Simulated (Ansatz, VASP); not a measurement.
One calculation of NaCl, two programs

Contents of INCAR:

```
ALGO     = Normal         # electronic algorithm
EDIFF    = 1E-7           # SCF threshold, eV
ENCUT    = 520            # plane-wave cutoff, eV
GGA      = PS             # functional
ISIF     = 2              # what is computed and relaxed
ISMEAR   = 0              # smearing method
LASPH    = T              # aspherical terms in the spheres
LCHARG   = F              # write CHGCAR
LREAL    = F              # projectors in reciprocal space
LWAVE    = F              # write WAVECAR
NBANDS   = 14             # bands
NELM     = 60             # most SCF steps
PREC     = Accurate       # precision mode
SIGMA    = 0.02           # smearing width, eV
```

Contents of KPOINTS:

```
k-points
0
Gamma
  8 8 8
```

The input POSCAR:

```
NaCl
1.0
    0.0000000000      2.7437740914      2.7437740914
    2.7437740914      0.0000000000      2.7437740914
    2.7437740914      2.7437740914      0.0000000000
Na Cl
1 1
Direct
    0.0000000000      0.0000000000      0.0000000000
    0.5000000000      0.5000000000      0.5000000000
```

Input for Ansatz:

```yaml
crystal:
  lattice:
    - [0.0, 2.7437741046, 2.7437741046]
    - [2.7437741046, 0.0, 2.7437741046]
    - [2.7437741046, 2.7437741046, 0.0]
  atoms:
    - { symbol: Na, position: [0.0, 0.0, 0.0] }
    - { symbol: Cl, position: [0.5, 0.5, 0.5] }
basis:
  ecutwfc: 420
kpoints:
  mp_grid: { grid: [8, 8, 8] }
hamiltonian:
  xc: pbesol
scf:
  occupations: { method: gaussian, width: 0.02 }
output:
  forces: true
  stress: true
  eigenvalues: true
```

Alike in both runs: task single point; functional PBEsol; k mesh 8 × 8 × 8; occupations gaussian, width 0.02 eV; no spin polarisation.

|  | VASP | Ansatz |
| --- | --- | --- |
| version | VASP 6.6.1 | Ansatz 0.2.0 |
| potentials or method | VASP PAW PBE potentials, release 64 (Na_pv, Cl), cutoff 520 eV | scalar-relativistic, plane waves, PAW |
| valence electrons in the cell | 14 | 16 |

```csv
,VASP,Ansatz,Ansatz less VASP
gap on the k mesh at the Fermi level (eV),5.25,5.25,+0.004
least direct gap on the mesh (eV),5.25,5.25,+0.004
pressure (GPa),1.9,1.9,-0.04
```

VASP's potentials were made for PBE, not for PBEsol. VASP's potentials hold 14 valence electrons a cell and Ansatz's 16, so a difference there can come from the potentials and not from the codes.
